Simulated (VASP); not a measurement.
Here is a VASP 6.6.1 calculation.

INCAR

```
SYSTEM = Ir
  PREC = Accurate
  ENCUT = 520
  EDIFF = 1E-6
  ISMEAR = 1
  SIGMA = 1.0
  LREAL = .FALSE.
  LASPH = .TRUE.
  NELM = 100
  ALGO = Normal
  ISIF = 2
  LWAVE = .FALSE.
  LCHARG = .FALSE.
  NBANDS = 10
```

KPOINTS

```
regular mesh
0
G
  14 14 14
  0 0 0
```

POSCAR

```
Ir
1.0
    0.0000000000      1.9060927672      1.9060927672
    1.9060927672      0.0000000000      1.9060927672
    1.9060927672      1.9060927672      0.0000000000
Ir
1
Direct
    0.0000000000      0.0000000000      0.0000000000
```

Potentials or basis: VASP PAW LDA potentials, release 64 (Ir).

Launch:

```console
$ cat potpaw_LDA.64/Ir/POTCAR > POTCAR
$ mpirun -np 1 vasp_std > vasp.out
```

**Question.** Estimate the pressure.

**Answer.** 2.5 GPa.
